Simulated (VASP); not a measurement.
Al2O3, 5 atoms in the cell. It takes space group P-3m1 (No. 164, trigonal). Conventional cell: a = 3.178 Å, b = 3.178 Å, c = 4.945 Å, α = 90.00°, β = 90.00°, γ = 120.00°. Al (site symmetry 3m) has 7 O at 1.91 to 2.20 Å within 2.5 Å. O (site symmetry -3m) has 6 Al at 2.20 Å and 6 O at 2.54 Å within 2.9 Å. Within 2.6 Å of O (site symmetry 3m) lie 4 Al at 1.91 to 1.98 Å and 6 O at 2.33 to 2.54 Å. 

| Property | Result |
| --- | --- |
| Program | VASP 6.6.1 |
| Task | relaxation of cell and atoms |
| Functional | PBE |
| Potentials or basis | VASP PAW PBE potentials, release 64 (Al, O) |
| Cutoff | 600 eV |
| k mesh | 6 × 6 × 4 |
| Occupations | gaussian, width 0.1 eV |
| Spin | no spin polarisation |
| Dipole correction | no |
| Further INCAR settings | ALGO = Normal; EDIFF = 1e-06; IBRION = 2; EDIFFG = -0.04; NSW = 90; ISIF = 3 |

Potentials or basis: VASP PAW PBE potentials, release 64 (Al, O).

Command:

```console
$ cat potpaw_PBE.64/Al/POTCAR potpaw_PBE.64/O/POTCAR > POTCAR
$ mpirun -np 1 vasp_std > vasp.out
```

Hardware: 1 thread of Intel(R) Xeon(R) Platinum 8559C (Emerald Rapids), on a shared host.

Problem. How long does it take, and how much memory?

Solution. It took 2.4 min on 1 thread of Intel(R) Xeon(R) Platinum 8559C (Emerald Rapids), with other jobs on the host, peak memory 0.17 GiB. Counts: scf iterations 138, k points 24, ion steps 17.
